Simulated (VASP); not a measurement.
# BN (R3m) in VASP: further runs, part 2 of 2

VASP 6.6.1. The steps go on from the part before.

### 3 Single point, LDA (8.82 Å³/atom)

This run uses another cell than the first one, of 8.82 Å³/atom.

Input file INCAR:

```
SYSTEM = BN
PREC = Accurate ; ENCUT = 520
EDIFF = 1E-7 ; ISMEAR = 0
SIGMA = 0.01 ; LREAL = .False.
LASPH = .True. ; NELM = 100
ALGO = Normal ; ISIF = 2
LWAVE = .False. ; LCHARG = .True.
GGA = CA ; LELF = .True.
LVHAR = .True. ; NBANDS = 11
```

Input file KPOINTS:

```
Automatic mesh
0
Gamma
  12 12 12
  0 0 0
```

Input file POSCAR:

```
BN
1.0
    1.2448187285      0.7186964280      3.2858333413
   -1.2448187285      0.7186964280      3.2858333413
    0.0000000000     -1.4373928560      3.2858333413
B N
1 1
Direct
    0.9997011558      0.9997011558      0.9997011558
    0.3327318442      0.3327318442      0.3327318442
```

Potentials or basis: VASP PAW LDA potentials, release 64 (B, N).

On the command line:

```sh
$ cat potpaw_LDA.64/B/POTCAR potpaw_LDA.64/N/POTCAR > POTCAR
$ mpirun -np 1 vasp_std > vasp.out
```

OUTCAR:

```text
SYSTEM = BN
   PREC = Accurate
   ENCUT = 520
   EDIFF = 1E-7
   ISMEAR = 0
   LREAL = .False.
   LASPH = .True.
   NELM = 100
   ISIF = 2
   GGA = CA

 ion  position               nearest neighbor table
   1  1.000  1.000  1.000-   2 1.44   2 1.44   2 1.44
   2  0.333  0.333  0.333-   1 1.44   1 1.44   1 1.44

  LATTYP: Found a trigonal (rhomboedric) cell.
 ALAT       =     3.5864744484
 COS(alpha) =     0.7590612011

  Lattice vectors:

 A1 = (   1.2448187285,   0.7186964280,   3.2858333413)
 A2 = (  -1.2448187285,   0.7186964280,   3.2858333413)
 A3 = (   0.0000000000,  -1.4373928560,   3.2858333413)

Analysis of symmetry for initial positions (statically):
=====================================================================
 Subroutine PRICEL returns:
 Original cell was already a primitive cell.

 Routine SETGRP: Setting up the symmetry group for a
 trigonal (rhombohedral) supercell.

 Subroutine GETGRP returns: Found  6 space group operations
 (whereof  6 operations were pure point group operations)
 out of a pool of 12 trial point group operations.

The static configuration has the point symmetry C_3v.

Analysis of symmetry for dynamics (positions and initial velocities):
=====================================================================
 Subroutine PRICEL returns:
 Original cell was already a primitive cell.

 Routine SETGRP: Setting up the symmetry group for a
 trigonal (rhombohedral) supercell.

 Subroutine GETGRP returns: Found  6 space group operations
 (whereof  6 operations were pure point group operations)
 out of a pool of 12 trial point group operations.

The dynamic configuration has the point symmetry C_3v.

 Subroutine INISYM returns: Found  6 space group operations
 (whereof  6 operations are pure point group operations),
 and found     1 'primitive' translations

----------------------------------------------------------------------------------------

                                     Primitive cell

[... 112 lines left out ...]
  Fermi-wavevector in a.u.,A,eV,Ry     =   1.257830  2.376954 21.526280  1.582137
  Thomas-Fermi vector in A             =   2.391470
   LORBIT       =      0    0 simple, 1 ext, 2 COOP (PROOUT), +10 PAW based schemes
   GGA     = CA    functional components
   LHFCALC =     F    Hartree Fock is set to
   AEXX    =    0.0000 exact exchange contribution
   IVDW    =     0    specifies the selected vdW correction
   LEPSILON=     F    determine dielectric tensor
   LRPA    =     F    only Hartree local field effects (RPA)
 non-spin polarized calculation
 Gauss-broadening in eV      SIGMA  =   0.01
  energy-cutoff  :      520.00
  volume of cell :       17.64
 maximum number of plane-waves:       493
   NGX = 13   NGY = 13   NGZ = 13

 number of electron       8.0000000 magnetization

 Free energy of the ion-electron system (eV)
  ---------------------------------------------------
  ext. energy  EPLUGINS =         0.00000000
  ---------------------------------------------------
  free energy    TOTEN  =       -19.29117542 eV

  energy without entropy =      -19.29117542  energy(sigma->0) =      -19.29117542

 E-fermi :   2.3779     XC(G=0): -10.6279

 val. band max:        2.2734705859   @ k =  -0.3333   0.3333   0.0000
 cond. band min:       6.3443594006   @ k =   0.5000   0.5000  -0.0000
 fundamental gap:      4.0708888147
 Fermi energy:         2.3778935420

 k-point     1 :       0.0000    0.0000    0.0000
  band No.  band energies     occupation
      1     -15.3997      2.00000
      2      -1.8551      2.00000
      3       1.0099      2.00000
      4       1.0099      2.00000
      5       7.2974      0.00000
      6      13.9834      0.00000
      7      13.9834      0.00000
      8      15.4799      0.00000
      9      17.4845      0.00000
     10      28.2456      0.00000
     11      30.5076      0.00000
[... 309 lines left out ...]
 k-point    24 :      -0.4167    0.1667    0.0000
  band No.  band energies     occupation
      1     -11.8427      2.00000
      2      -6.3647      2.00000
      3      -3.1333      2.00000
      4       1.9784      2.00000
      5       7.3871      0.00000
      6      13.7902      0.00000
      7      15.7569      0.00000
      8      16.5789      0.00000
      9      20.1178      0.00000
     10      23.4458      0.00000
     11      25.6474      0.00000

 [... further k-points ...]
[... 5 lines left out ...]
  --------------------------------------------------------------------------------------
  -------------------------------------------------------------------------------------
  Total        0.0306493      0.0306493     -0.0709136      0.0000000     -0.0000000      0.0000000
  in kB        2.7840840      2.7840840     -6.4415659      0.0000000     -0.0000000      0.0000000
  external PRESSURE =      -0.2911326 kB  Pullay stress =       0.0000000 kB

 VOLUME and BASIS-vectors are now :
 -----------------------------------------------------------------------------
  energy-cutoff  :      520.00
  volume of cell :       17.64
      direct lattice vectors                 reciprocal lattice vectors
     1.244818729  0.718696428  3.285833341     0.401664908  0.231901343  0.101445600
    -1.244818729  0.718696428  3.285833341    -0.401664908  0.231901343  0.101445600
     0.000000000 -1.437392856  3.285833341     0.000000000 -0.463802685  0.101445600

 POSITION                                       TOTAL-FORCE (eV/Angst)
 -----------------------------------------------------------------------------------
      0.00000      0.00000      9.85455         0.000000     -0.000000      0.000321
      0.00000      0.00000      3.27990         0.000000      0.000000     -0.000321
 -----------------------------------------------------------------------------------
    total drift:                               -0.000000      0.000000     -0.000046

  FREE ENERGIE OF THE ION-ELECTRON SYSTEM (eV)
  ---------------------------------------------------
  free  energy   TOTEN  =       -19.2911754200 eV

  energy  without entropy=      -19.2911754200  energy(sigma->0) =      -19.29117542
```

stdout:

```text
POSCAR found type information on POSCAR B N
 POSCAR found :  2 types and       2 ions
 scaLAPACK will be used
 LDA part: xc-table for (Slater(with rela. corr.)+CA(PZ))
 , standard interpolation
 POSCAR, INCAR and KPOINTS ok, starting setup
 FFT: planning ... GRIDC
 FFT: planning ... GRID_SOFT
 FFT: planning ... GRID
 WAVECAR not read
 entering main loop
```

It took 39 s on 1 thread of Intel Xeon Platinum 8488C (Sapphire Rapids), shared host; peak memory 0.16 GiB.

Results:

```yaml
Free_energy: -19.2912 eV
Pressure: 0.0 GPa
Band_gap_on_the_k_mesh: 4.07 eV (least direct gap 4.60 eV)
```

### 4 Relaxation of shape and atoms at fixed volume, LDA (8.47 Å³/atom)

Input file INCAR:

```
ALGO = Normal ; EDIFF = 1E-7
EDIFFG = -0.001 ; ENCUT = 600
GGA = CA ; IBRION = 2
ISIF = 4 ; ISMEAR = 0
LASPH = True ; LCHARG = False
LREAL = False ; LWAVE = False
NELM = 100 ; NSW = 80
PREC = Accurate ; SIGMA = 0.01
```

Input file KPOINTS:

```
k-points
0
Gamma
  12 12 12
```

Input file POSCAR:

```
BN
1.0
    1.2359473040      0.7135745086      3.2024602989
   -1.2359473040      0.7135745086      3.2024602989
    0.0000000000     -1.4271490173      3.2024602989
B N
1 1
Direct
    0.9997405139      0.9997405139      0.9997405139
    0.3326924861      0.3326924861      0.3326924861
```

On the command line:

```sh
$ cat potpaw_LDA.64/B/POTCAR potpaw_LDA.64/N/POTCAR > POTCAR
$ mpirun -np 1 vasp_std > vasp.out
```

It took 1.7 min on 1 thread of Intel Xeon Platinum 8488C (Sapphire Rapids), shared host; peak memory 0.15 GiB.

It converged, with:

| Quantity | Value |
| --- | --- |
| Free energy | -19.2931 eV |
| Energy gained by relaxing | 3.1 meV/atom |
| Ionic steps | 5 |
| Pressure after relaxing | 0.4 GPa |
| Band gap on the k mesh | 3.95 eV (least direct gap 4.61 eV) |

The path:
```
step  energy change (eV)  largest force (eV/Å)  pressure (GPa)  volume (Å³)
   1              0.0000                0.0027            5.73        16.95
   2             -0.0062                0.0112            0.08        16.95
   3             -0.0062                0.0106            0.45        16.95
   4             -0.0062                0.0023            0.44        16.95
   5             -0.0062                0.0000            0.45        16.95
```

Final structure:
```
B N
1.0
     1.24447    0.71850    3.15874
    -1.24447    0.71850    3.15874
     0.00000   -1.43699    3.15874
B N
1 1
Direct
  0.99980 0.99980 0.99980
  0.33264 0.33264 0.33264
```

Levels at points of the mesh, in eV from the valence-band top:
| k point | band 1 | band 2 | band 3 | band 4 | band 5 | band 6 | band 7 | band 8 |
| --- | --- | --- | --- | --- | --- | --- | --- | --- |
| (0.00, 0.00, 0.00) | -17.77 | -3.91 | -1.29 | -1.29 | 5.30 | 11.70 | 11.70 | 13.24 |
| (0.50, 0.00, 0.00) | -14.44 | -9.02 | -4.11 | -0.52 | 5.25 | 10.18 | 13.12 | 15.44 |
| (0.50, 0.50, 0.00) | -14.32 | -8.82 | -4.21 | -1.37 | 3.95 | 9.98 | 14.47 | 18.34 |
| (0.50, 0.50, 0.50) | -17.32 | -6.66 | -1.32 | -1.32 | 10.64 | 11.58 | 11.58 | 12.96 |

A k mesh can miss the band edges.

### 5 Relaxation of shape and atoms at fixed volume, LDA (8.82 Å³/atom)

This run uses another cell than the first one, of 8.82 Å³/atom.

Input file INCAR:

```
SYSTEM = BN
  PREC = Accurate
  ENCUT = 600
  EDIFF = 1E-6
  ISMEAR = 0
  SIGMA = 0.01
  LREAL = .FALSE.
  LASPH = .TRUE.
  NELM = 80
  ALGO = Normal
  ISIF = 4
  LWAVE = .FALSE.
  LCHARG = .FALSE.
  IBRION = 2
  NSW = 80
  EDIFFG = -0.001
```

Input file KPOINTS:

```
regular mesh
0
G
  12 12 12
  0 0 0
```

Input file POSCAR:

```
BN
1.0
    1.2525391805      0.7231538330      3.2454514731
   -1.2525391805      0.7231538330      3.2454514731
    0.0000000000     -1.4463076661      3.2454514731
B N
1 1
Direct
    0.9997405139      0.9997405139      0.9997405139
    0.3326924861      0.3326924861      0.3326924861
```

Potentials or basis: VASP PAW LDA potentials, release 64 (B, N).

On the command line:

```sh
$ cat potpaw_LDA.64/B/POTCAR potpaw_LDA.64/N/POTCAR > POTCAR
$ mpirun -np 1 vasp_std > vasp.out
```

OUTCAR:

```text
SYSTEM = BN
   PREC = Accurate
   ENCUT = 600
   EDIFF = 1E-6
   ISMEAR = 0
   LREAL = .FALSE.
   LASPH = .TRUE.
   NELM = 80
   ISIF = 4
   IBRION = 2
   NSW = 80
   EDIFFG = -0.001

 ion  position               nearest neighbor table
   1  1.000  1.000  1.000-   2 1.45   2 1.45   2 1.45
   2  0.333  0.333  0.333-   1 1.45   1 1.45   1 1.45

  LATTYP: Found a trigonal (rhomboedric) cell.
 ALAT       =     3.5531339869
 COS(alpha) =     0.7514639077

  Lattice vectors:

 A1 = (   1.2525391805,   0.7231538330,   3.2454514731)
 A2 = (  -1.2525391805,   0.7231538330,   3.2454514731)
 A3 = (   0.0000000000,  -1.4463076661,   3.2454514731)

Analysis of symmetry for initial positions (statically):
[... 394 lines left out ...]
  ext. energy  EPLUGINS =         0.00000000
  ---------------------------------------------------
  free energy    TOTEN  =       -19.29374598 eV

  energy without entropy =      -19.29374598  energy(sigma->0) =      -19.29374598

 E-fermi :   2.3432     XC(G=0): -10.6321

 val. band max:        2.2744288208   @ k =  -0.3333   0.3333   0.0000
 cond. band min:       6.3399026424   @ k =   0.5000   0.5000   0.0000
 fundamental gap:      4.0654738215
 Fermi energy:         2.3432009087

 k-point     1 :       0.0000    0.0000    0.0000
  band No.  band energies     occupation
      1     -15.3877      2.00000
      2      -1.8335      2.00000
      3       1.0097      2.00000
      4       1.0097      2.00000
      5       7.3101      0.00000
      6      13.9690      0.00000
      7      13.9690      0.00000
      8      15.4604      0.00000
[... 243 lines left out ...]
 k-point    24 :      -0.4167    0.1667    0.0000
  band No.  band energies     occupation
      1     -11.8365      2.00000
      2      -6.3555      2.00000
      3      -3.1273      2.00000
      4       1.9830      2.00000
      5       7.3856      0.00000
      6      13.7786      0.00000
      7      15.7510      0.00000
      8      16.5750      0.00000

 [... further k-points ...]
[... 5 lines left out ...]
  --------------------------------------------------------------------------------------
  -------------------------------------------------------------------------------------
  Total       -0.0762015     -0.0762015     -0.0733879      0.0000000      0.0000000      0.0000000
  in kB       -6.9219100     -6.9219100     -6.6663270      0.0000000      0.0000000      0.0000000
  external PRESSURE =      -6.8367157 kB  Pullay stress =       0.0000000 kB
[... 17 lines left out ...]
  FREE ENERGIE OF THE ION-ELECTRON SYSTEM (eV)
  ---------------------------------------------------
  free  energy   TOTEN  =       -19.2937459765 eV

  energy  without entropy=      -19.2937459765  energy(sigma->0) =      -19.29374598

 reached required accuracy - stopping structural energy minimisation
```

OSZICAR:

```text
N       E                     dE             d eps       ncg     rms          rms(c)
DAV:   1     0.156740036666E+02    0.15674E+02   -0.52287E+03  3040   0.104E+03
DAV:   2    -0.208641672402E+02   -0.36538E+02   -0.34973E+02  4160   0.170E+02
DAV:   3    -0.212437790170E+02   -0.37961E+00   -0.37961E+00  3544   0.222E+01
[... 36 lines left out ...]
   6 F= -.19293745E+02 E0= -.19293745E+02  d E =-.179868E-05
       N       E                     dE             d eps       ncg     rms          rms(c)
DAV:   1    -0.192937492476E+02   -0.43854E-05   -0.15691E-04  3024   0.114E-01    0.772E-03
DAV:   2    -0.192937469036E+02    0.23441E-05   -0.34512E-06  4192   0.147E-02    0.422E-03
DAV:   3    -0.192937459765E+02    0.92704E-06   -0.18865E-06  3472   0.102E-02
   7 F= -.19293746E+02 E0= -.19293746E+02  d E =-.111410E-05
```

CONTCAR:

```text
BN
   1.00000000000000
     1.2456508460199467    0.7191768512339498    3.2814448142379078
    -1.2456508460199467    0.7191768512339498    3.2814448142379078
    -0.0000000000000000   -1.4383537025669133    3.2814448142378114
  B               N
     1     1
Direct
     0.9997048013159383    0.9997048013159383    0.9997048013159383
     0.3327281986840635    0.3327281986840635    0.3327281986840635

  0.00000000E+00  0.00000000E+00  0.00000000E+00
  0.00000000E+00  0.00000000E+00  0.00000000E+00
```

Run time: 97 s. Hardware: 1 thread of Intel Xeon Platinum 8488C (Sapphire Rapids), shared host; peak memory 0.15 GiB.

Results:

* Free energy: -19.2937 eV
* Energy gained by relaxing: 1.9 meV/atom
* Ionic steps: 7
* Pressure after relaxing: -0.7 GPa
* Band gap on the k mesh: 4.07 eV (least direct gap 4.59 eV)

Step by step:
| step | energy change (eV) | largest force (eV/Å) | pressure (GPa) | volume (Å³) |
| --- | --- | --- | --- | --- |
| 1 | 0.0000 | 0.0018 | -4.66 | 17.64 |
| 2 | -0.0039 | 0.0069 | -0.60 | 17.64 |
| 3 | -0.0039 | 0.0068 | -0.67 | 17.64 |
| 4 | -0.0039 | 0.0067 | -0.75 | 17.64 |
| 5 | -0.0039 | 0.0014 | -0.75 | 17.64 |
| 6 | -0.0039 | 0.0004 | -0.75 | 17.64 |
| 7 | -0.0039 | 0.0001 | -0.68 | 17.64 |

Final structure:
```
CELL_PARAMETERS angstrom
1.24565 0.71918 3.28144
-1.24565 0.71918 3.28144
0.00000 -1.43835 3.28144
ATOMIC_POSITIONS crystal
B 0.99970 0.99970 0.99970
N 0.33273 0.33273 0.33273
```

### 6 The runs side by side

```csv
task,cell,cutoff (eV),gap on the mesh (eV),pressure (GPa)
single point,"a = 3.474 Å, angles 42.0°, 2 atoms, atomic positions A",520,3.96,1.1
single point,"a = 3.586 Å, angles 40.6°, 2 atoms, atomic positions B",520,4.07,0.0
relaxation of shape and atoms at fixed volume,"relaxed from a = 3.506 Å, angles 41.3°, 2 atoms, atomic positions C",600,3.95,0.4
relaxation of shape and atoms at fixed volume,"relaxed from a = 3.553 Å, angles 41.3°, 2 atoms, atomic positions C",600,4.07,-0.7
```

Alike in all rows: level LDA; potentials or basis VASP PAW LDA potentials, release 64 (B, N); no spin polarisation; k mesh 12 × 12 × 12; smearing gaussian 0.01 eV.

Absolute energies hang on the potentials; compare differences alone.
